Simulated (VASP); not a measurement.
A run of VASP 6.6.1:

INCAR

```
PREC = Accurate ; ENCUT = 520
EDIFF = 1E-6 ; ISMEAR = 0
SIGMA = 0.05 ; LREAL = Auto
LASPH = T ; NELM = 150
ALGO = Normal ; ISIF = 2
LWAVE = F ; LCHARG = F
ISPIN = 2 ; MAGMOM = 0 0 0 0 0 0 0 0 0 0 0 0 0 0 0 0 -0.21 0 0 0 0.08
LORBIT = 11 ; NBANDS = 56
```

KPOINTS

```
regular mesh
0
Gamma
  3 3 1
```

File POSCAR:

```
SiH4C16
1.0
    5.0487420000      0.0000000000      0.0000000000
    2.5243710000      4.3723390000      0.0000000000
    0.0000000000      0.0000000000     15.6764260000
H C Si
4 16 1
Direct
    0.1666667848      0.1666666285      0.0637901139
    0.6666667848      0.1666666285      0.0637901139
    0.1666666285      0.6666667429      0.0637901139
    0.6666666285      0.6666667429      0.0637901139
    0.1666667848      0.1666666285      0.1339591052
    0.6666667848      0.1666666285      0.1339591052
    0.1666666285      0.6666667429      0.1339591052
    0.6666666285      0.6666667429      0.1339591052
   -0.1666666285      0.3333332571      0.1668292250
    0.3333333715      0.3333332571      0.1668292250
   -0.1666667848      0.8333333715      0.1668292250
    0.3333332152      0.8333333715      0.1668292250
   -0.1678899054      0.3340177877      0.2702886487
    0.3339660950      0.3339942305      0.2702984724
   -0.1666627212      0.8334072450      0.2592000243
    0.3339929623      0.8321346995      0.2702892228
   -0.0034972702     -0.0034555875      0.2970090887
    0.5070753039     -0.0034798308      0.2970027097
   -0.0035191700      0.5071130121      0.2970044320
    0.5000088416      0.5000387664      0.2893698474
    0.8333273456     -0.1664710810      0.3865771446
```

Potentials or basis: VASP PAW LDA potentials, release 64 (H, C, Si).

The run is started by

```console
$ cat potpaw_LDA.64/H/POTCAR potpaw_LDA.64/C/POTCAR potpaw_LDA.64/Si/POTCAR > POTCAR
$ mpirun -np 1 vasp_std > vasp.out
```

Hardware: 1 thread of Intel(R) Xeon(R) Platinum 8488C (Sapphire Rapids), with other jobs on the host.

Task: How long does it take, and how much memory?

Result: Run time: 12 min on 1 thread of Intel(R) Xeon(R) Platinum 8488C (Sapphire Rapids), with other jobs on the host, peak memory 0.46 GiB. Counts: scf iterations 33, k points 5.
